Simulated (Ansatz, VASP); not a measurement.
## One calculation of Al, two programs

```xyz
1
Lattice="0.0000 1.9974 1.9974 1.9974 0.0000 1.9974 1.9974 1.9974 0.0000" Properties=species:S:1:pos:R:3 pbc="T T T"
Al    0.0000    0.0000    0.0000
```

Alike in both runs: task single point; functional PBE0; k mesh 6 × 6 × 6; occupations fermi-dirac, width 0.05 eV; no spin polarisation.

|  | VASP | Ansatz |
| --- | --- | --- |
| version | VASP 6.6.1 | Ansatz 0.2.0 |
| potentials or method | VASP PAW PBE potentials, release 64 (Al) | Ansatz PAW |
| plane-wave cutoff (eV) | 520 | 420 |
| valence electrons in the cell | 3 | 3 |

```csv
,VASP,Ansatz,Ansatz less VASP
gap on the k mesh at the Fermi level (eV),none,none,-
pressure (GPa),2.4,2.4,+0.01
```

A gap of «none» marks a metal or a gap that the smearing closes.

The k mesh is coarse, so the values compare programs but aren't converged.
